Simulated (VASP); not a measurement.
Crystal: PbO2.

```
Pb O
1.0
     0.00000    2.57000    2.57000
     2.57000    0.00000    2.57000
     2.57000    2.57000    0.00000
Pb O
1 2
Direct
  0.00000 0.00000 0.00000
  0.25000 0.25000 0.25000
  0.75000 0.75000 0.75000
```

- Program: VASP 6.6.1
- Task: relaxation of cell and atoms
- Functional: r2SCAN
- Potentials or basis: VASP PAW PBE potentials, release 64 (Pb_d, O)
- Cutoff: 600 eV
- k mesh: 6 × 6 × 6
- Occupations: gaussian, width 0.1 eV
- Spin: no spin polarisation

At the start: pressure 22.9 GPa; volume 11.32 Å³/atom.

Task: Where does the relaxation end?

Result: Over 3 steps the energy falls by 82.8 meV/atom and the volume is 12.63 Å³/atom (+11.6 %); space group Fm-3m (No. 225, to 0.05 Å).

Step by step:
```tsv
step	energy change (eV)	largest force (eV/Å)	pressure (GPa)	volume (Å³)
1	0.0000	0.0000	22.93	33.95
2	-0.0136	0.0000	-14.16	42.55
3	-0.2485	0.0000	-0.36	37.90
```

Final structure:
```
Pb O
1.0
     0.00000    2.66607    2.66607
     2.66607    0.00000    2.66607
     2.66607    2.66607    0.00000
Pb O
1 2
Direct
  0.00000 0.00000 0.00000
  0.25000 0.25000 0.25000
  0.75000 0.75000 0.75000
```

Caveat: the PAW data sets were made with another functional, which shifts forces and pressure a little; the volume moved by +12 % from the deposited cell, more than functionals usually miss.
